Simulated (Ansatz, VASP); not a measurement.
**Al: VASP beside Ansatz**

The input INCAR:

```
ALGO = Normal
EDIFF = 1E-6
ENCUT = 520
GGA = PE
ISIF = 2
ISMEAR = 0
LASPH = T
LCHARG = F
LREAL = F
LWAVE = F
NBANDS = 8
NELM = 100
PREC = Accurate
SIGMA = 0.020999999999999998
```

The input KPOINTS:

```
k-points
0
Gamma
  11 11 11
```

POSCAR

```
Al
1.0
    0.0000000000      2.0248050000      2.0248050000
    2.0248050000      0.0000000000      2.0248050000
    2.0248050000      2.0248050000      0.0000000000
Al
1
Direct
    0.0000000000      0.0000000000      0.0000000000
```

File input.yaml:

```yaml
crystal:
  lattice:
    - [0.0, 2.024805, 2.024805]
    - [2.024805, 0.0, 2.024805]
    - [2.024805, 2.024805, 0.0]
  atoms:
    - { symbol: Al, position: [0.0, 0.0, 0.0] }
kpoints:
  mp_grid: { grid: [11, 11, 11] }
scf:
  occupations: { method: gaussian, width: 0.021 }
hamiltonian:
  xc: pbe
  pseudopotentials: { kind: all_electron, lapw: { basis_error: 0.001 } }
output:
  forces: true
  stress: true
  eigenvalues: true
```

Alike in both runs: task single point; functional PBE; k mesh 11 × 11 × 11; occupations gaussian, width 0.021 eV; no spin polarisation.

|  | VASP | Ansatz |
| --- | --- | --- |
| version | VASP 6.6.1 | Ansatz 0.2.0 |
| potentials or method | VASP PAW PBE potentials, release 64 (Al), cutoff 520 eV | all-electron LAPW, scalar-relativistic |

|  | VASP | Ansatz | Ansatz less VASP |
| --- | --- | --- | --- |
| gap on the k mesh at the Fermi level (eV) | none | none | - |
| pressure (GPa) | -0.5 | -0.5 | +0.03 |

A gap of «none» marks a metal or a gap that the smearing closes. Ansatz ran all-electron here, and VASP with PAW potentials.
